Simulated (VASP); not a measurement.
Se: single point with PBE+D3(BJ)

The system is Se.

```
CELL_PARAMETERS angstrom
3.88299 0.00000 0.00000
-1.94150 3.36277 0.00000
0.00000 0.00000 5.62840
ATOMIC_POSITIONS crystal
Se 0.30880 0.00000 0.33333
Se 0.00000 0.30880 0.66667
Se 0.69120 0.69120 0.00000
```

This cell differs from its parent crystal: c/a of the conventional cell at fixed volume 1.4495.

```yaml
Program: VASP 6.6.1
Task: single point
Functional: PBE
Dispersion: D3(BJ)
Potentials_or_basis: VASP PAW PBE potentials, release 64 (Se)
Cutoff: 520 eV
k_mesh: 9 × 9 × 8
Occupations: gaussian, width 0.05 eV
Spin: no spin polarisation
Dipole_correction: no
Further_INCAR_settings: ALGO = Normal; EDIFF = 1e-06; NBANDS = 16
```

* Pressure: -7.5 GPa
* Largest force: 0.608 eV/Å
* Band gap on the k mesh: zero (filled and empty bands touch)
* Dispersion energy per atom: -0.357 eV

Forces on the atoms (eV/Å):
```
Se  -0.608  0.000  0.000
Se   0.304 -0.526  0.000
Se   0.304  0.526  0.000
```

Stress tensor (GPa, compression positive):
```
 -5.49   0.00   0.00
  0.00  -5.49   0.00
  0.00   0.00 -11.36
```

Levels at points of the mesh, in eV from the Fermi level:
```tsv
k point	band 5	band 6	band 7	band 8	band 9	band 10	band 11	band 12	band 13	band 14
(0.00, 0.00, 0.00)	-2.41	-2.20	-1.66	-1.66	-1.25	1.20	1.20	2.04	6.72	6.72
(0.00, 0.00, 0.50)	-2.23	-2.23	-0.63	-0.34	-0.34	0.19	0.28	0.28	5.33	7.18
```

Run time: 3.3 min on 1 thread of AMD EPYC 7R13, with other jobs on the host, peak memory 0.21 GiB.

Caveat: pairwise dispersion overbinds metals, which lowers pressure and volume.
